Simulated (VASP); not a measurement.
# LiF (Fm-3m) in VASP: further runs

Aim: see how the results for LiF move with the level of theory and the settings. Levels: PBE-based screened hybrid with 15 % exact exchange, PBE-based global hybrid with 35 % exact exchange, HSE06. Tasks: single point.

Program: VASP 6.6.1. These are calculated values, not measurements. Logs are shortened: lines on timing, memory, paths and dates and some standing lists are left out, and cuts for length are marked.

## Step 1: The cell of the first run

The structure is cubic, space group Fm-3m (No. 225). The conventional cell has a = 3.990 Å, b = 3.990 Å, c = 3.990 Å, α = 90.00°, β = 90.00°, γ = 90.00°. Li (site symmetry m-3m) has 6 F at 1.99 Å within 2.6 Å. Within 2.6 Å of F (site symmetry m-3m) lie 6 Li at 1.99 Å.

## Step 2: Single point, PBE-based screened hybrid with 15 % exact exchange

POSCAR

```
LiF
1.0
    0.0000000000      1.9948691814      1.9948691814
    1.9948691814      0.0000000000      1.9948691814
    1.9948691814      1.9948691814      0.0000000000
Li F
1 1
Direct
    0.0000000000      0.0000000000      0.0000000000
    0.5000000000      0.5000000000      0.5000000000
```

INCAR.step1

```
SYSTEM = LiF
PREC     = Accurate       ! precision mode
ENCUT    = 520            ! plane-wave cutoff, eV
EDIFF    = 1E-5           ! SCF threshold, eV
ISMEAR   = 0              ! smearing method
SIGMA    = 0.01           ! smearing width, eV
LREAL    = .False.        ! projectors in reciprocal space
LASPH    = .True.         ! aspherical terms in the spheres
NELM     = 100            ! most SCF steps
ALGO     = Normal         ! electronic algorithm
ISIF     = 2              ! what is computed and relaxed
LWAVE    = .True.         ! write WAVECAR
LCHARG   = .False.        ! write CHGCAR
NBANDS   = 12             ! bands
GGA      = PE             ! functional
```

INCAR.step2

```
SYSTEM = LiF
PREC     = Accurate       ! precision mode
ENCUT    = 520            ! plane-wave cutoff, eV
EDIFF    = 1E-6           ! SCF threshold, eV
ISMEAR   = 0              ! smearing method
SIGMA    = 0.01           ! smearing width, eV
LREAL    = .False.        ! projectors in reciprocal space
LASPH    = .True.         ! aspherical terms in the spheres
NELM     = 100            ! most SCF steps
ALGO     = Normal         ! electronic algorithm
ISIF     = 2              ! what is computed and relaxed
LWAVE    = .False.        ! write WAVECAR
LCHARG   = .False.        ! write CHGCAR
GGA      = PE             ! functional
LHFCALC  = .True.         ! exact exchange
AEXX     = 0.15           ! exact-exchange fraction
HFSCREEN = 0.2078         ! screening, 1/A
PRECFOCK = Normal       
NBANDS   = 12             ! bands
ISTART   = 1
```

KPOINTS

```
Automatic mesh
0
Gamma
  6 6 6
  0 0 0
```

Potentials or basis: VASP PAW PBE potentials, release 64 (Li_sv, F).

On the command line:

```console
$ cat potpaw_PBE.64/Li_sv/POTCAR potpaw_PBE.64/F/POTCAR > POTCAR
$ cp INCAR.step1 INCAR
$ mpirun -np 1 vasp_std > vasp.out
$ cp INCAR.step2 INCAR
$ mpirun -np 1 vasp_std > vasp.out
```

OUTCAR:

```text
SYSTEM = LiF
   PREC = Accurate
   ENCUT = 520
   EDIFF = 1E-6
   ISMEAR = 0
   LREAL = .False.
   LASPH = .True.
   NELM = 100
   ISIF = 2
   GGA = PE
   LHFCALC = .True.
   AEXX = 0.15
   HFSCREEN = 0.2078
   PRECFOCK = Normal
   ISTART = 1

 ion  position               nearest neighbor table
   1  0.000  0.000  0.000-   2 1.99   2 1.99   2 1.99   2 1.99   2 1.99   2 1.99
   2  0.500  0.500  0.500-   1 1.99   1 1.99   1 1.99   1 1.99   1 1.99   1 1.99

  LATTYP: Found a face centered cubic cell.
 ALAT       =     3.9897383628

  Lattice vectors:

 A1 = (   0.0000000000,   1.9948691814,   1.9948691814)
 A2 = (   1.9948691814,   0.0000000000,   1.9948691814)
 A3 = (   1.9948691814,   1.9948691814,   0.0000000000)

Analysis of symmetry for initial positions (statically):
=====================================================================
 Subroutine PRICEL returns:
 Original cell was already a primitive cell.

 Routine SETGRP: Setting up the symmetry group for a
 face centered cubic supercell.

 Subroutine GETGRP returns: Found 48 space group operations
 (whereof 48 operations were pure point group operations)
 out of a pool of 48 trial point group operations.

The static configuration has the point symmetry O_h .

Analysis of symmetry for dynamics (positions and initial velocities):
=====================================================================
 Subroutine PRICEL returns:
 Original cell was already a primitive cell.

 Routine SETGRP: Setting up the symmetry group for a
 face centered cubic supercell.

 Subroutine GETGRP returns: Found 48 space group operations
 (whereof 48 operations were pure point group operations)
 out of a pool of 48 trial point group operations.

The dynamic configuration has the point symmetry O_h .

 Subroutine INISYM returns: Found 48 space group operations
 (whereof 48 operations are pure point group operations),
 and found     1 'primitive' translations

----------------------------------------------------------------------------------------

                                     Primitive cell

  volume of cell :      15.8772

  direct lattice vectors                    reciprocal lattice vectors
     0.000000000  1.994869181  1.994869181    -0.250643002  0.250643002  0.250643002
     1.994869181  0.000000000  1.994869181     0.250643002 -0.250643002  0.250643002
     1.994869181  1.994869181  0.000000000     0.250643002  0.250643002 -0.250643002

  length of vectors
     2.821171051  2.821171051  2.821171051     0.434126414  0.434126414  0.434126414

  position of ions in fractional coordinates (direct lattice)
     0.000000000  0.000000000  0.000000000
     0.500000000  0.500000000  0.500000000

  ion indices of the primitive-cell ions
   primitive index   ion index
                 1           1
                 2           2

----------------------------------------------------------------------------------------

 KPOINTS: Automatic mesh

Automatic generation of k-mesh.
 Grid dimensions read from file:
 generate k-points for:    6    6    6

 Generating k-lattice:

  Cartesian coordinates                     Fractional coordinates (reciprocal lattice)
    -0.041773834  0.041773834  0.041773834     0.166666667  0.000000000  0.000000000
     0.041773834 -0.041773834  0.041773834     0.000000000  0.166666667  0.000000000
     0.041773834  0.041773834 -0.041773834     0.000000000  0.000000000  0.166666667

  Length of vectors
     0.072354402  0.072354402  0.072354402

  Shift w.r.t. Gamma in fractional coordinates (k-lattice)
     0.000000000  0.000000000  0.000000000

 Subroutine IBZKPT returns following result:
 ===========================================

 Found     16 irreducible k-points:

 Following reciprocal coordinates:
            Coordinates               Weight
  0.000000  0.000000  0.000000      1.000000
  0.166667  0.000000  0.000000      8.000000
  0.333333  0.000000  0.000000      8.000000
  0.500000  0.000000  0.000000      4.000000
  0.166667  0.166667  0.000000      6.000000
  0.333333  0.166667  0.000000     24.000000
[... 8 lines left out ...]
 -0.333333  0.333333  0.166667     24.000000
 -0.333333  0.500000  0.166667     12.000000
   k-points           NKPTS =     16   k-points in BZ     NKDIM =    216   number of bands    NBANDS=     12
   number of dos      NEDOS =    301   number of ions     NIONS =      2
   total plane-waves  NPLWV =  13824
   dimension x,y,z NGX =    24 NGY =   24 NGZ =   24
   dimension x,y,z NGXF=    48 NGYF=   48 NGZF=   48
   ions per type =               1   1
   NGX,Y,Z   is equivalent  to a cutoff of  14.14, 14.14, 14.14 a.u.
   NGXF,Y,Z  is equivalent  to a cutoff of  28.29, 28.29, 28.29 a.u.
 SYSTEM =  LiF
   PREC   = accura    normal or accurate (medium, high low for compatibility)
   ISTART =      1    job   : 0-new  1-cont  2-samecut
   ICHARG =      0    charge: 1-file 2-atom 10-const
   ISPIN  =      1    spin polarized calculation?
   LNONCOLLINEAR =      F non collinear calculations
   LSORBIT =      F    spin-orbit coupling
   LASPH  =      T    aspherical Exc in radial PAW
   ENCUT  =  520.0 eV  38.22 Ry    6.18 a.u.   5.25  5.25  5.25*2*pi/ulx,y,z
   NELM   =    100;   NELMIN=  2; NELMDL=  0     # of ELM steps
   EDIFF  = 0.1E-05   stopping-criterion for ELM
   LREAL  =      F    real-space projection
   EDIFFG = 0.1E-04   stopping-criterion for IOM
   NSW    =      0    number of steps for IOM
   IBRION =     -1    ionic relax: 0-MD 1-quasi-New 2-CG
   NFREE  =      0    steps in history (QN), initial steepest desc. (CG)
   ISIF   =      2    stress and relaxation
   ISYM   =      3    0-nonsym 1-usesym 2-fastsym
   POTIM  = 0.5000    time-step for ionic-motion
   TEBEG  =    0.0;   TEEND  =   0.0 temperature during run
   PSTRESS=    0.0 pullay stress
   NELECT =      10.0000    total number of electrons
   NUPDOWN=      -1.0000    fix difference up-down
   EMIN   =  10.00;   EMAX   =-10.00  energy-range for DOS
   EFERMI =   0.00;   METHOD = LEGACY
   ISMEAR =     0;   SIGMA  =   0.01  broadening in eV -4-tet -1-fermi 0-gaus
   EFERMI_NEDOS =   21; number of points for ismear=-14 and -15
   IALGO  =     38    algorithm
   IMIX   =      1    mixing-type and parameters
     AMIX     =   0.40;   BMIX     =  1.00
     AMIX_MAG =   1.60;   BMIX_MAG =  1.00
  volume/ion in A,a.u.               =       7.94        53.57
  Fermi-wavevector in a.u.,A,eV,Ry     =   1.403300  2.651852 26.793271  1.969250
  Thomas-Fermi vector in A             =   2.525975
   LORBIT       =      0    0 simple, 1 ext, 2 COOP (PROOUT), +10 PAW based schemes
   GGA     = PE    functional components
   LHFCALC =     T    Hartree Fock is set to
   PRECFOCK=normal    Normal, Fast or Accurate (Low or Medium for compatibility)
   ENCUT4O =  -1.0   cutoff for four orbital integrals eV
   NKREDX  =     1    reduce k-point grid by
   NKREDY  =     1    reduce k-point grid by
   NKREDZ  =     1    reduce k-point grid by
   AEXX    =    0.1500 exact exchange contribution
   HFSCREEN=    0.2078 screening length (either q_TF or 0.3 A-1)
   HFSCREENC=   0.2078 screening length for correlation (either q_TF or 0.3 A-1)
   ENCUTFOCK=  -1.0 apply spherical cutoff to Coloumb kernel
   IVDW    =     0    specifies the selected vdW correction
   LEPSILON=     F    determine dielectric tensor
   LRPA    =     F    only Hartree local field effects (RPA)
 non-spin polarized calculation
 Gauss-broadening in eV      SIGMA  =   0.01
  energy-cutoff  :      520.00
  volume of cell :       15.88
 maximum number of plane-waves:       444
 NGX is ok and might be reduce to    24
  NGX = 16; NGY = 16; NGZ = 16

 number of electron       9.9999997 magnetization

 Free energy of the ion-electron system (eV)
  ---------------------------------------------------
  ext. energy  EPLUGINS =         0.00000000
  ---------------------------------------------------
  free energy    TOTEN  =       -10.67601915 eV

  energy without entropy =      -10.67601915  energy(sigma->0) =      -10.67601915

 E-fermi :  -1.6617     XC(G=0):  -9.0130

 val. band max:       -1.8682538747   @ k =   0.0000   0.0000   0.0000
 cond. band min:       8.8666088858   @ k =   0.0000   0.0000   0.0000
 fundamental gap:     10.7348627605
 Fermi energy:        -1.6616846312

 k-point     1 :       0.0000    0.0000    0.0000
  band No.  band energies     occupation
      1     -43.9591      2.00000
      2     -22.8867      2.00000
      3      -1.8683      2.00000
      4      -1.8683      2.00000
      5      -1.8683      2.00000
      6       8.8666      0.00000
      7      24.0690      0.00000
      8      24.0690      0.00000
      9      24.0690      0.00000
     10      24.2488      0.00000
     11      24.2488      0.00000
     12      24.2488      0.00000

 k-point     2 :       0.1667    0.0000    0.0000
  band No.  band energies     occupation
      1     -43.9424      2.00000
      2     -22.7759      2.00000
      3      -2.6335      2.00000
      4      -1.9336      2.00000
      5      -1.9336      2.00000
      6       9.5898      0.00000
      7      19.4318      0.00000
      8      21.6755      0.00000
      9      21.6755      0.00000
     10      26.0782      0.00000
     11      26.2374      0.00000
     12      26.2374      0.00000

 k-point     3 :       0.3333    0.0000    0.0000
  band No.  band energies     occupation
      1     -43.9089      2.00000
      2     -22.5413      2.00000
      3      -3.9632      2.00000
      4      -2.0586      2.00000
      5      -2.0586      2.00000
      6      10.4256      0.00000
      7      17.0505      0.00000
      8      19.5419      0.00000
      9      19.5419      0.00000
     10      28.4218      0.00000
     11      29.1638      0.00000
     12      29.1638      0.00000
[... 166 lines left out ...]
 k-point    15 :      -0.3333    0.3333    0.1667
  band No.  band energies     occupation
      1     -43.8780      2.00000
      2     -22.2228      2.00000
      3      -4.2373      2.00000
      4      -3.6489      2.00000
      5      -2.5460      2.00000
      6      13.3494      0.00000
      7      15.2710      0.00000
      8      18.5056      0.00000
      9      19.3081      0.00000
     10      27.3149      0.00000
     11      28.1482      0.00000
     12      35.8921      0.00000

 k-point    16 :      -0.3333    0.5000    0.1667
  band No.  band energies     occupation
      1     -43.8736      2.00000
      2     -22.1483      2.00000
      3      -4.5992      2.00000
      4      -3.5402      2.00000
      5      -2.7825      2.00000
      6      14.8049      0.00000
      7      15.2402      0.00000
      8      17.4021      0.00000
      9      19.5871      0.00000
     10      23.9926      0.00000
     11      31.7700      0.00000
     12      34.4321      0.00000

------------------------ aborting loop because EDIFF is reached ----------------------------------------

  FORCE on cell =-STRESS in cart. coord.  units (eV):
  Direction    XX          YY          ZZ          XY          YZ          ZX
  --------------------------------------------------------------------------------------
  -------------------------------------------------------------------------------------
  Total        0.2219156      0.2219156      0.2219156      0.0000000      0.0000000      0.0000000
  in kB       22.3936688     22.3936688     22.3936688      0.0000000      0.0000000      0.0000000
  external PRESSURE =      22.3936688 kB  Pullay stress =       0.0000000 kB

 VOLUME and BASIS-vectors are now :
 -----------------------------------------------------------------------------
  energy-cutoff  :      520.00
  volume of cell :       15.88
      direct lattice vectors                 reciprocal lattice vectors
     0.000000000  1.994869181  1.994869181    -0.250643002  0.250643002  0.250643002
     1.994869181  0.000000000  1.994869181     0.250643002 -0.250643002  0.250643002
     1.994869181  1.994869181  0.000000000     0.250643002  0.250643002 -0.250643002

 POSITION                                       TOTAL-FORCE (eV/Angst)
 -----------------------------------------------------------------------------------
      0.00000      0.00000      0.00000        -0.000000      0.000000      0.000000
      1.99487      1.99487      1.99487         0.000000     -0.000000      0.000000
 -----------------------------------------------------------------------------------
    total drift:                               -0.000000     -0.000001     -0.000001

  FREE ENERGIE OF THE ION-ELECTRON SYSTEM (eV)
  ---------------------------------------------------
  free  energy   TOTEN  =       -10.6760191530 eV

  energy  without entropy=      -10.6760191530  energy(sigma->0) =      -10.67601915
```

Wall time 3.5 min (1 thread of AMD EPYC 7R43 (Zen 3), shared host); peak memory 0.2 GiB.

Results:

```yaml
Free_energy: -10.6760 eV
Band_gap_on_the_k_mesh: 10.73 eV
```

Levels at points of the mesh, in eV from the valence-band top:
| k point | band 3 | band 4 | band 5 | band 6 | band 7 | band 8 |
| --- | --- | --- | --- | --- | --- | --- |
| (0.00, 0.00, 0.00) | 0.00 | 0.00 | 0.00 | 10.73 | 25.94 | 25.94 |
| (0.50, 0.00, 0.00) | -2.70 | -0.25 | -0.25 | 12.32 | 18.69 | 20.62 |
| (0.50, 0.50, 0.00) | -3.21 | -1.08 | -1.08 | 16.65 | 17.98 | 19.33 |

Caveat: the k points lie up to 0.45 Å⁻¹ apart; the cutoff is under 1.25 times the usual one of these potentials, so pressure, stress and relaxed cells hold a basis-set (Pulay) error; the PAW data sets were made with another functional, which shifts forces and pressure a little.

(Continued in part 2 of 2.)
